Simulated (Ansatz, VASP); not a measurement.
PbS in VASP and in Ansatz

File INCAR:

```
SYSTEM = PbS
AGGAC = 0.0
ALDAC = 0.0
ALGO = Normal
EDIFF = 1E-7
EDIFFG = -0.01
ENCUT = 600
GGA = PE
IBRION = 2
ISIF = 3
ISMEAR = -1
LASPH = .TRUE.
LCHARG = .FALSE.
LREAL = .FALSE.
LWAVE = .FALSE.
NELM = 100
NSW = 60
PREC = Accurate
SIGMA = 0.05
```

The input KPOINTS:

```
k-points
0
G
  8 8 8
  0 0 0
```

Contents of POSCAR:

```
PbS
1.0
    0.0000000000      2.9657500000      2.9657500000
    2.9657500000      0.0000000000      2.9657500000
    2.9657500000      2.9657500000      0.0000000000
Pb S
1 1
Direct
    0.0000000000      0.0000000000      0.0000000000
    0.5000000000      0.5000000000      0.5000000000
```

The input input.yaml:

```yaml
crystal:
  lattice:
    - [0.0, 2.96575, 2.96575]
    - [2.96575, 0.0, 2.96575]
    - [2.96575, 2.96575, 0.0]
  atoms:
    - { symbol: Pb, position: [0.0, 0.0, 0.0] }
    - { symbol: S, position: [0.5, 0.5, 0.5] }
hamiltonian:
  xc: { exchange: pbe, correlation: none }
  pseudopotentials: { kind: paw }
kpoints:
  mp_grid: { grid: [8, 8, 8] }
scf:
  occupations: { method: fermi_dirac, width: 0.05 }
output:
  forces: true
  stress: true
relax:
  f_tol: 0.01
  max_steps: 40
  cell: { stress_tol: 0.05 }
```

Alike in both runs: task relaxation of cell and atoms; functional PBE exchange alone; k mesh 8 × 8 × 8; occupations fermi-dirac, width 0.05 eV; no spin polarisation.

|  | VASP | Ansatz |
| --- | --- | --- |
| version | VASP 6.6.1 | Ansatz 0.2.0 |
| potentials or method | VASP PAW PBE potentials, release 64 (Pb_d, S) | Ansatz PAW |
| plane-wave cutoff (eV) | 600 | 420 |
| valence electrons in the cell | 20 | 20 |

Ansatz gave:

```
relaxed volume (Å³/atom)                                     : 32.27
relaxed cell length with the largest relative difference (Å) : 4.503
```

Task: Which values does VASP return?

Result: Relaxed volume (Å³/atom): 32.26; relaxed cell length with the largest relative difference (Å): 4.502.

VASP's potentials were made for PBE, not for PBE exchange alone.

Neither program's run includes spin-orbit coupling. Noted on VASP's run: the volume moved by over 15 % at a fixed basis, so the end points are rough. Noted on Ansatz's run: the volume moved by over 15 % at a fixed basis, so the end points are rough; the plane-wave basis is chosen anew once the cell has moved, so the energies of steps on either side of that aren't comparable.
